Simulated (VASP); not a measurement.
Input of a VASP 6.6.1 run:

The input POSCAR:

```
GaN
1.0
    3.2146677575      0.0000000000      0.0000000000
   -1.6073338788      2.7839839427      0.0000000000
    0.0000000000      0.0000000000      5.2349515747
Ga N
2 2
Direct
    0.3333333333      0.6666666667     -0.0008868111
    0.6666666667      0.3333333333      0.4991131889
    0.3333333333      0.6666666667      0.3758868111
    0.6666666667      0.3333333333      0.8758868111
```

The input INCAR.step1:

```
  PREC = Accurate
  ENCUT = 910
  ISMEAR = 0
  SIGMA = 0.01
  LREAL = F
  LASPH = T
  NELM = 120
  NBANDS = 26
  GGA = PE
  ALGO = Normal
  EDIFF = 1E-5
  LWAVE = T
  LCHARG = F
  GGA_COMPAT = F
```

File INCAR.step2:

```
  PREC = Accurate
  ENCUT = 910
  EDIFF = 1E-6
  ISMEAR = 0
  SIGMA = 0.01
  LREAL = F
  LASPH = T
  NELM = 120
  ALGO = Normal
  ISIF = 2
  LWAVE = F
  LCHARG = F
  METAGGA = R2SCAN
  LMIXTAU = T
  NBANDS = 26
  ISTART = 1
  GGA_COMPAT = F
```

KPOINTS

```
Automatic mesh
0
Gamma
  9 9 4
```

Potentials or basis: VASP PAW PBE potentials, release 64 (Ga_d, N_h).

The run is started by

```bash
$ cat potpaw_PBE.64/Ga_d/POTCAR potpaw_PBE.64/N_h/POTCAR > POTCAR
$ cp INCAR.step1 INCAR
$ mpirun -np 1 vasp_std > vasp.out
$ cp INCAR.step2 INCAR
$ mpirun -np 1 vasp_std > vasp.out
```

**Question.** Predict the largest force.

**Answer.** 0.004 eV/Å.

**Question.** Estimate the band gap on the k mesh.

**Answer.** 2.14 eV.

Forces on the atoms (eV/Å):
```
Ga   0.000  0.000 -0.004
Ga   0.000  0.000 -0.004
N    0.000  0.000  0.004
N    0.000  0.000  0.004
```

Caveat: the cell stands under tension; the PAW data sets were made with another functional, which shifts forces and pressure a little.
